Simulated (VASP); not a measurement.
# Ti (Im-3m) in VASP: a series of runs

Runs on Ti. Level: PBE. Tasks: single point.

All numbers are computed with VASP 6.6.1; they aren't measurements. Logs are shortened: lines on timing, memory, paths and dates and some standing lists are left out, and cuts for length are marked.

### 1 The cell of the first run

Symmetry: Im-3m, No. 229, cubic system. The conventional cell has a = 3.278 Å, b = 3.278 Å, c = 3.278 Å, α = 90.00°, β = 90.00°, γ = 90.00°. Within 3.7 Å of Ti (site symmetry m-3m) lie 14 Ti at 2.84 to 3.28 Å.

This isn't the form of Ti at room conditions, which is hcp.

### 2 Single point, PBE

Input file INCAR:

```
SYSTEM = Ti
  ALGO = Normal
  EDIFF = 1E-7
  ENCUT = 520
  GGA = PE
  ISIF = 2
  ISMEAR = -1
  LASPH = .TRUE.
  LCHARG = .FALSE.
  LREAL = .FALSE.
  LWAVE = .FALSE.
  NBANDS = 12
  NELM = 60
  PREC = Accurate
  SIGMA = 0.06122561905347299
```

Input file KPOINTS:

```
k-points
0
G
  47 47 47
  0 0 0
```

Input file POSCAR:

```
Ti
1.0
   -1.6390592773      1.6390592773      1.6390592773
    1.6390592773     -1.6390592773      1.6390592773
    1.6390592773      1.6390592773     -1.6390592773
Ti
1
Direct
    0.0000000000      0.0000000000      0.0000000000
```

Potentials or basis: VASP PAW PBE potentials, release 64 (Ti_sv).

Started as:

```console
cat potpaw_PBE.64/Ti_sv/POTCAR > POTCAR
mpirun -np 1 vasp_std > vasp.out
```

OUTCAR:

```text
SYSTEM = Ti
   EDIFF = 1E-7
   ENCUT = 520
   GGA = PE
   ISIF = 2
   ISMEAR = -1
   LASPH = .TRUE.
   LREAL = .FALSE.
   NELM = 60
   PREC = Accurate

 ion  position               nearest neighbor table
   1  0.000  0.000  0.000-

  LATTYP: Found a body centered cubic cell.
 ALAT       =     3.2781185546

  Lattice vectors:

 A1 = (  -1.6390592773,   1.6390592773,   1.6390592773)
 A2 = (   1.6390592773,  -1.6390592773,   1.6390592773)
 A3 = (   1.6390592773,   1.6390592773,  -1.6390592773)

Analysis of symmetry for initial positions (statically):
=====================================================================
 Subroutine PRICEL returns:
 Original cell was already a primitive cell.

 Routine SETGRP: Setting up the symmetry group for a
 body centered cubic supercell.

 Subroutine GETGRP returns: Found 48 space group operations
 (whereof 48 operations were pure point group operations)
 out of a pool of 48 trial point group operations.

The static configuration has the point symmetry O_h .

Analysis of symmetry for dynamics (positions and initial velocities):
=====================================================================
 Subroutine PRICEL returns:
 Original cell was already a primitive cell.

 Routine SETGRP: Setting up the symmetry group for a
 body centered cubic supercell.

 Subroutine GETGRP returns: Found 48 space group operations
 (whereof 48 operations were pure point group operations)
 out of a pool of 48 trial point group operations.

The dynamic configuration has the point symmetry O_h .

 Subroutine INISYM returns: Found 48 space group operations
 (whereof 48 operations are pure point group operations),
 and found     1 'primitive' translations

----------------------------------------------------------------------------------------

                                     Primitive cell

  volume of cell :      17.6134

  direct lattice vectors                    reciprocal lattice vectors
    -1.639059277  1.639059277  1.639059277     0.000000000  0.305053031  0.305053031
     1.639059277 -1.639059277  1.639059277     0.305053031  0.000000000  0.305053031
     1.639059277  1.639059277 -1.639059277     0.305053031  0.305053031  0.000000000

  length of vectors
     2.838933945  2.838933945  2.838933945     0.431410133  0.431410133  0.431410133

  position of ions in fractional coordinates (direct lattice)
[... 82 lines left out ...]
   NFREE  =      0    steps in history (QN), initial steepest desc. (CG)
   ISIF   =      2    stress and relaxation
   ISYM   =      2    0-nonsym 1-usesym 2-fastsym
   POTIM  = 0.5000    time-step for ionic-motion
   TEBEG  =    0.0;   TEEND  =   0.0 temperature during run
   PSTRESS=    0.0 pullay stress
   NELECT =      12.0000    total number of electrons
   NUPDOWN=      -1.0000    fix difference up-down
   EMIN   =  10.00;   EMAX   =-10.00  energy-range for DOS
   EFERMI =   0.00;   METHOD = LEGACY
   ISMEAR =    -1;   SIGMA  =   0.06  broadening in eV -4-tet -1-fermi 0-gaus
   EFERMI_NEDOS =   21; number of points for ismear=-14 and -15
   IALGO  =     38    algorithm
   IMIX   =      4    mixing-type and parameters
     AMIX     =   0.40;   BMIX     =  1.00
     AMIX_MAG =   1.60;   BMIX_MAG =  1.00
  volume/ion in A,a.u.               =      17.61       118.86
  Fermi-wavevector in a.u.,A,eV,Ry     =   1.440524  2.722196 28.233589  2.075110
  Thomas-Fermi vector in A             =   2.559259
   LORBIT       =      0    0 simple, 1 ext, 2 COOP (PROOUT), +10 PAW based schemes
   GGA     = PE    functional components
   LHFCALC =     F    Hartree Fock is set to
   AEXX    =    0.0000 exact exchange contribution
   IVDW    =     0    specifies the selected vdW correction
   LEPSILON=     F    determine dielectric tensor
   LRPA    =     F    only Hartree local field effects (RPA)
 non-spin polarized calculation
  energy-cutoff  :      520.00
  volume of cell :       17.61
 maximum number of plane-waves:       486
 NGX is ok and might be reduce to    24
   NGX = 11   NGY = 11   NGZ = 11

 number of electron      12.0000000 magnetization

 Free energy of the ion-electron system (eV)
  ---------------------------------------------------
  ext. energy  EPLUGINS =         0.00000000
  ---------------------------------------------------
  free energy    TOTEN  =        -7.73626377 eV

  energy without entropy =       -7.70691579  energy(sigma->0) =       -7.72158978

 E-fermi :   7.9425     XC(G=0): -11.4281

 val. band max:        7.9421134204   @ k =  -0.3617  -0.4681   0.0638
 cond. band min:       7.9425916216   @ k =  -0.3191  -0.4681   0.0638
 fundamental gap:      0.0004782012
 Fermi energy:         7.9425241860

 k-point     1 :       0.0000    0.0000    0.0000
  band No.  band energies     occupation
      1     -48.6175      2.00000
      2     -24.4899      2.00000
      3     -24.4899      2.00000
      4     -24.4899      2.00000
      5       2.0187      2.00000
      6       8.9173      0.00000
      7       8.9173      0.00000
      8       8.9173      0.00000
      9      10.6438      0.00000
     10      10.6438      0.00000
     11      25.2529      0.00000
     12      25.2529      0.00000
[... 331 lines left out ...]
 k-point    24 :       0.4894    0.0000    0.0000
  band No.  band energies     occupation
      1     -48.4936      2.00000
      2     -25.1309      2.00000
      3     -24.6926      2.00000
      4     -24.4940      2.00000
      5       5.5228      2.00000
      6       7.5621      1.99601
      7       9.0307      0.00000
      8      10.6289      0.00000
      9      10.9717      0.00000
     10      12.1260      0.00000
     11      16.5683      0.00000
     12      21.2587      0.00000

 [... further k-points ...]

------------------------ aborting loop because EDIFF is reached ----------------------------------------

  FORCE on cell =-STRESS in cart. coord.  units (eV):
  Direction    XX          YY          ZZ          XY          YZ          ZX
  --------------------------------------------------------------------------------------
  -------------------------------------------------------------------------------------
  Total       -0.2486205     -0.2486205     -0.2486205      0.0000000      0.0000000      0.0000000
  in kB      -22.6153627    -22.6153627    -22.6153627      0.0000000      0.0000000      0.0000000
  external PRESSURE =     -22.6153627 kB  Pullay stress =       0.0000000 kB

 VOLUME and BASIS-vectors are now :
 -----------------------------------------------------------------------------
  energy-cutoff  :      520.00
  volume of cell :       17.61
      direct lattice vectors                 reciprocal lattice vectors
    -1.639059277  1.639059277  1.639059277     0.000000000  0.305053031  0.305053031
     1.639059277 -1.639059277  1.639059277     0.305053031  0.000000000  0.305053031
     1.639059277  1.639059277 -1.639059277     0.305053031  0.305053031  0.000000000

 POSITION                                       TOTAL-FORCE (eV/Angst)
 -----------------------------------------------------------------------------------
      0.00000      0.00000      0.00000         0.000000     -0.000000      0.000000
 -----------------------------------------------------------------------------------
    total drift:                               -0.000000      0.000000      0.000000

  FREE ENERGIE OF THE ION-ELECTRON SYSTEM (eV)
  ---------------------------------------------------
  free  energy   TOTEN  =        -7.7362637744 eV

  energy  without entropy=       -7.7069157919  energy(sigma->0) =       -7.72158978
```

Run time: 10 min. Hardware: 1 thread of Intel Xeon 8259CL, shared host; peak memory 0.61 GiB.

Results:

| Item | Value |
| --- | --- |
| Free energy | -7.7363 eV |
| Pressure | -2.3 GPa |
| Band gap on the k mesh | zero (bands 6 and 7 overlap by 1.63 eV) |

Levels at points of the mesh, in eV from the Fermi level:
| k point | band 2 | band 3 | band 4 | band 5 | band 6 | band 7 | band 8 | band 9 | band 10 | band 11 |
| --- | --- | --- | --- | --- | --- | --- | --- | --- | --- | --- |
| (0.00, 0.00, 0.00) | -32.43 | -32.43 | -32.43 | -5.92 | 0.97 | 0.97 | 0.97 | 2.70 | 2.70 | 17.31 |

### 3 Single point, PBE

This run uses another cell than the first one, of 17.96 Å³/atom.

Input file INCAR:

```
ALGO = Normal
EDIFF = 1E-6
ENCUT = 520
GGA = PE
ISIF = 2
ISMEAR = -1
LASPH = True
LCHARG = False
LREAL = False
LWAVE = False
NBANDS = 12
NELM = 100
PREC = Accurate
SIGMA = 0.06122561905347299
```

Input file KPOINTS:

```
k-points
0
Gamma
  47 47 47
```

Input file POSCAR:

```
Ti
1.0
   -1.6497028176      1.6497028176      1.6497028176
    1.6497028176     -1.6497028176      1.6497028176
    1.6497028176      1.6497028176     -1.6497028176
Ti
1
Direct
    0.0000000000      0.0000000000      0.0000000000
```

Potentials or basis: VASP PAW PBE potentials, release 64 (Ti_sv).

Started as:

```console
cat potpaw_PBE.64/Ti_sv/POTCAR > POTCAR
mpirun -np 1 vasp_std > vasp.out
```

OUTCAR:

```text
EDIFF = 1E-6
   ENCUT = 520
   GGA = PE
   ISIF = 2
   ISMEAR = -1
   LASPH = True
   LREAL = False
   NELM = 100
   PREC = Accurate

 ion  position               nearest neighbor table
   1  0.000  0.000  0.000-

  LATTYP: Found a body centered cubic cell.
 ALAT       =     3.2994056352

  Lattice vectors:

 A1 = (  -1.6497028176,   1.6497028176,   1.6497028176)
 A2 = (   1.6497028176,  -1.6497028176,   1.6497028176)
 A3 = (   1.6497028176,   1.6497028176,  -1.6497028176)

Analysis of symmetry for initial positions (statically):
=====================================================================
 Subroutine PRICEL returns:
 Original cell was already a primitive cell.

 Routine SETGRP: Setting up the symmetry group for a
 body centered cubic supercell.

 Subroutine GETGRP returns: Found 48 space group operations
 (whereof 48 operations were pure point group operations)
 out of a pool of 48 trial point group operations.

The static configuration has the point symmetry O_h .

Analysis of symmetry for dynamics (positions and initial velocities):
[... 166 lines left out ...]
      1     -48.8545      2.00000
      2     -24.7477      2.00000
      3     -24.7477      2.00000
      4     -24.7477      2.00000
      5       1.8646      2.00000
      6       8.7013      0.00000
      7       8.7013      0.00000
      8       8.7013      0.00000
      9      10.3866      0.00000
     10      10.3866      0.00000
     11      24.9171      0.00000
     12      24.9171      0.00000
[... 331 lines left out ...]
 k-point    24 :       0.4894    0.0000    0.0000
  band No.  band energies     occupation
      1     -48.7402      2.00000
      2     -25.3492      2.00000
      3     -24.9387      2.00000
      4     -24.7512      2.00000
      5       5.3706      2.00000
      6       7.3818      1.99471
      7       8.7790      0.00000
      8      10.3679      0.00000
      9      10.7026      0.00000
     10      11.8247      0.00000
     11      16.1615      0.00000
     12      20.9308      0.00000

 [... further k-points ...]

------------------------ aborting loop because EDIFF is reached ----------------------------------------

  FORCE on cell =-STRESS in cart. coord.  units (eV):
  Direction    XX          YY          ZZ          XY          YZ          ZX
  --------------------------------------------------------------------------------------
  -------------------------------------------------------------------------------------
  Total       -0.4593826     -0.4593826     -0.4593826      0.0000000      0.0000000     -0.0000000
  in kB      -40.9834003    -40.9834003    -40.9834003      0.0000000      0.0000000     -0.0000000
  external PRESSURE =     -40.9834003 kB  Pullay stress =       0.0000000 kB

 VOLUME and BASIS-vectors are now :
 -----------------------------------------------------------------------------
  energy-cutoff  :      520.00
  volume of cell :       17.96
      direct lattice vectors                 reciprocal lattice vectors
    -1.649702818  1.649702818  1.649702818     0.000000000  0.303084892  0.303084892
     1.649702818 -1.649702818  1.649702818     0.303084892  0.000000000  0.303084892
     1.649702818  1.649702818 -1.649702818     0.303084892  0.303084892  0.000000000

 POSITION                                       TOTAL-FORCE (eV/Angst)
 -----------------------------------------------------------------------------------
      0.00000      0.00000      0.00000        -0.000000     -0.000000     -0.000000
 -----------------------------------------------------------------------------------
    total drift:                                0.000000      0.000000      0.000000

  FREE ENERGIE OF THE ION-ELECTRON SYSTEM (eV)
  ---------------------------------------------------
  free  energy   TOTEN  =        -7.7295174530 eV

  energy  without entropy=       -7.6993117890  energy(sigma->0) =       -7.71441462
```

stdout:

```text
POSCAR found type information on POSCAR Ti
 POSCAR found :  1 types and       1 ions
 scaLAPACK will be used
 LDA part: xc-table for (Slater+PW92), standard interpolation
 POSCAR, INCAR and KPOINTS ok, starting setup
 FFT: planning ... GRIDC
 FFT: planning ... GRID_SOFT
 FFT: planning ... GRID
 WAVECAR not read
 entering main loop
```

It took 8 min on 1 thread of Intel Xeon 8259CL, shared host; peak memory 0.61 GiB.

What came out:

* Free energy: -7.7295 eV
* Pressure: -4.1 GPa
* Band gap on the k mesh: zero (bands 6 and 7 overlap by 1.60 eV)

Caveat: the cell stands under tension.
